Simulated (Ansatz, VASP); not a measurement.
**CaSe in VASP and in Ansatz**

The input POSCAR:

```
CaSe
1.0
    3.8496007076      0.0000000000      0.0000000000
    0.0000000000      3.8496007076      0.0000000000
    0.0000000000      0.0000000000      3.6517371103
Ca Se
1 1
Direct
    0.0000000000      0.0000000000      0.0000000000
    0.5000000000      0.5000000000      0.5000000000
```

File INCAR.step1:

```
ALGO     = Normal         # electronic algorithm
EDIFF    = 1E-4           # SCF threshold, eV
ENCUT    = 520            # plane-wave cutoff, eV
GGA      = PE             # functional
ISMEAR   = 0              # smearing method
LASPH    = True           # aspherical terms in the spheres
LCHARG   = False          # write CHGCAR
LREAL    = False          # projectors in reciprocal space
LWAVE    = True           # write WAVECAR
NBANDS   = 15             # bands
NELM     = 60             # most SCF steps
PREC     = Accurate       # precision mode
SIGMA    = 0.01           # smearing width, eV
```

Contents of INCAR.step2:

```
ALGO     = Normal         # electronic algorithm
EDIFF    = 1E-7           # SCF threshold, eV
ENCUT    = 520            # plane-wave cutoff, eV
ISIF     = 2              # what is computed and relaxed
ISMEAR   = 0              # smearing method
ISTART   = 1            
LASPH    = True           # aspherical terms in the spheres
LCHARG   = True           # write CHGCAR
LELF     = True           # ELF
LMIXTAU  = True         
LREAL    = False          # projectors in reciprocal space
LVHAR    = True         
LWAVE    = False          # write WAVECAR
METAGGA  = R2SCAN         # meta-GGA
NBANDS   = 15             # bands
NELM     = 60             # most SCF steps
PREC     = Accurate       # precision mode
SIGMA    = 0.01           # smearing width, eV
```

Contents of KPOINTS:

```
k-points
0
Gamma
  8 8 8
```

Input for Ansatz:

```yaml
crystal:
  lattice:
    - [3.8496007076, 0.0, 0.0]
    - [0.0, 3.8496007076, 0.0]
    - [0.0, 0.0, 3.6517371103]
  atoms:
    - { symbol: Ca, position: [0.0, 0.0, 0.0] }
    - { symbol: Se, position: [0.5, 0.5, 0.5] }
kpoints:
  mp_grid: { grid: [8, 8, 8] }
  band_path:
    path: [[0.0, 0.0, 0.0], [0.0, 0.5, 0.0], [0.5, 0.5, 0.0], [0.5, 0.5, 0.5]]
    npoints: 1
hamiltonian:
  xc: r2scan
scf:
  occupations: { method: fixed }
  n_extra_bands: 4
output:
  forces: true
  stress: true
  eigenvalues: true
```

Change from the starting cell: epitaxial_xy strain +5.9%.

Alike in both runs: task single point; functional r2SCAN; k mesh 8 × 8 × 8; no spin polarisation.

|  | VASP | Ansatz |
| --- | --- | --- |
| version | VASP 6.6.1 | Ansatz 0.2.0 |
| potentials or method | VASP PAW PBE potentials, release 64 (Ca_sv, Se) | plane waves, PAW |
| plane-wave cutoff (eV) | 520 | 500 |
| occupations | gaussian, width 0.01 eV | fixed |
| valence electrons in the cell | 16 | 26 |

```tsv
	VASP	Ansatz	Ansatz less VASP
gap on the k mesh at the Fermi level (eV)	0.85	0.84	-0.009
pressure (GPa)	-5.0	-5.1	-0.11
traceless stress, the component that is largest in VASP (GPa)	5.05	5.05	-0.004
```

VASP's potentials were made for PBE, not for r2SCAN. VASP's potentials hold 16 valence electrons a cell and Ansatz's 26, so a difference there can come from the potentials and not from the codes.
